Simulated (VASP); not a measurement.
Input of a VASP 6.6.1 run:

Contents of INCAR:

```
SYSTEM = Sr4HfO
PREC     = Accurate       ! precision mode
ENCUT    = 520            ! plane-wave cutoff, eV
EDIFF    = 1E-7           ! SCF threshold, eV
ISMEAR   = 0              ! smearing method
SIGMA    = 0.1            ! smearing width, eV
LREAL    = .False.        ! projectors in reciprocal space
LASPH    = .True.         ! aspherical terms in the spheres
NELM     = 100            ! most SCF steps
ALGO     = Normal         ! electronic algorithm
ISIF     = 2              ! what is computed and relaxed
LWAVE    = .False.        ! write WAVECAR
LCHARG   = .False.        ! write CHGCAR
GGA      = PE             ! functional
NBANDS   = 37             ! bands
```

The input KPOINTS:

```
regular mesh
0
Gamma
  3 3 4
  0 0 0
```

File POSCAR:

```
Sr4HfO
1.0
    8.3316327804     -0.0000000039      0.0000000000
   -4.1658163869      7.2154056448      0.0000000000
    0.0000000000      0.0000000000      3.5456521516
Sr Hf O
4 1 1
Direct
    0.3333333333      0.6666666667      0.0000000000
    0.1287172933      0.2574345865      0.5000000000
    0.7425654135      0.8712827067      0.5000000000
    0.1287172933      0.8712827067      0.5000000000
    0.6666666667      0.3333333333      0.0000000000
    0.0000000000      0.0000000000      0.0000000000
```

Potentials or basis: VASP PAW PBE potentials, release 64 (Sr_sv, Hf_pv, O).

The run is started by

```console
$ cat potpaw_PBE.64/Sr_sv/POTCAR potpaw_PBE.64/Hf_pv/POTCAR potpaw_PBE.64/O/POTCAR > POTCAR
$ mpirun -np 1 vasp_std > vasp.out
```

(1) What does it give for the pressure?

(2) Estimate the band gap on the k mesh.

## Answers

(1) 0.4 GPa.

(2) zero (bands 28 and 29 overlap by 0.42 eV).

Caveat: the k points lie up to 0.44 Å⁻¹ apart; spin-orbit coupling is left out, which moves the levels of the heavy elements.
